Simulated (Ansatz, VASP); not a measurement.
# TiSbSe3 in VASP and in Ansatz

Contents of INCAR:

```
SYSTEM = TiSbSe3
PREC = Accurate
ENCUT = 520
EDIFF = 1E-6
ISMEAR = 0
SIGMA = 0.1
LREAL = .False.
LASPH = .True.
NELM = 150
ALGO = Normal
ISIF = 2
LWAVE = .False.
LCHARG = .False.
ISPIN = 2
MAGMOM = 1 0 0 0 0
LORBIT = 11
LMAXMIX = 4
GGA = PE
NBANDS = 30
```

Contents of KPOINTS:

```
regular mesh
0
Gamma
  4 4 4
  0 0 0
```

POSCAR

```
TiSbSe3
1.0
    4.8900413900      0.0000000000      0.0000000000
    0.0000000000      4.8900413900      0.0000000000
    0.0000000000      0.0000000000      4.8900413900
Ti Sb Se
1 1 3
Direct
    0.5000000000      0.5000000000      0.5000000000
    0.0000000000      0.0000000000      0.0000000000
    0.0000000000      0.5000000000      0.5000000000
    0.5000000000      0.5000000000      0.0000000000
    0.5000000000      0.0000000000      0.5000000000
```

Input for Ansatz:

```yaml
crystal:
  lattice:
    - [4.89004139, 0.0, 0.0]
    - [0.0, 4.89004139, 0.0]
    - [0.0, 0.0, 4.89004139]
  atoms:
    - { symbol: Ti, position: [0.5, 0.5, 0.5], spin: 1.0 }
    - { symbol: Sb, position: [0.0, 0.0, 0.0] }
    - { symbol: Se, position: [0.0, 0.5, 0.5] }
    - { symbol: Se, position: [0.5, 0.5, 0.0] }
    - { symbol: Se, position: [0.5, 0.0, 0.5] }
basis:
  ecutwfc: 420
kpoints:
  mp_grid: { grid: [4, 4, 4] }
hamiltonian:
  xc: pbe
scf:
  occupations: { method: gaussian, width: 0.1 }
  lower_state_search: "off"
output:
  forces: true
  stress: true
  eigenvalues: true
  populations: true
magnetization:
  spin_polarized: true
```

Change from the starting cell: species swapped into the ErRh3C type (Pm-3m, No. 221).

Alike in both runs: task single point; functional PBE; k mesh 4 × 4 × 4; occupations gaussian, width 0.1 eV; collinear spin.

|  | VASP | Ansatz |
| --- | --- | --- |
| version | VASP 6.6.1 | Ansatz 0.2.0 |
| potentials or method | VASP PAW PBE potentials, release 64 (Ti_sv, Sb, Se), cutoff 520 eV | scalar-relativistic, plane waves, PAW |
| valence electrons in the cell | 35 | 75 |

```csv
,VASP,Ansatz,Ansatz less VASP
gap on the k mesh at the Fermi level (eV),none,none,-
pressure (GPa),2.5,2.5,+0.04
net moment per atom (μB),0.00,0.06,+0.057
size of the moment on the site where the two differ most (μB),0.01,0.16,+0.159
```

Site moments also hang on the region over which each program counts them. A gap of «none» marks a metal or a gap that the smearing closes. VASP's potentials hold 35 valence electrons a cell and Ansatz's 75, so a difference there can come from the potentials and not from the codes.

Spin-orbit coupling is off throughout.
